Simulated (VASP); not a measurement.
Runs of VASP 6.6.1 on GaN. The structure is that of space group F-43m (No. 216), or close to it. The cells are those of the table. 

```csv
cell,gap on the mesh (eV),pressure (GPa)
"a = 3.133, b = 3.133, c = 3.180 Å, angles 59.5, 59.5, 61.0°, 2 atoms",(a),7.5
"a = 3.157, b = 3.157, c = 3.133 Å, angles 60.3, 60.3, 59.5°, 2 atoms",(c),7.5
"a = 3.157, b = 3.157, c = 3.085 Å, angles 60.8, 60.8, 58.5°, 2 atoms",2.38,11.0
"a = 3.228 Å, angles 60.0°, 2 atoms",1.86,-7.0
"a = 3.133 Å, angles 60.0°, 2 atoms",(b),11.1
```

Alike in all rows: task single point; level r2SCAN; potentials or basis VASP PAW PBE potentials, release 64 (Ga_d, N); no spin polarisation; k mesh 10 × 10 × 10; cutoff (eV) 520; smearing gaussian 0.05 eV.

Task: Estimate the missing entries.

Result: (a) 2.27; (b) 2.46; (c) 2.34.

Caveats: the PAW data sets were made with another functional, which shifts forces and pressure a little; the cell stands under pressure (at least some runs); the stress differs along the axes, from 7 to 13 GPa (at least some runs); the cell stands under tension (at least some runs).

A k mesh can miss the band edges, and the runs leave out spin-orbit coupling on Ga.
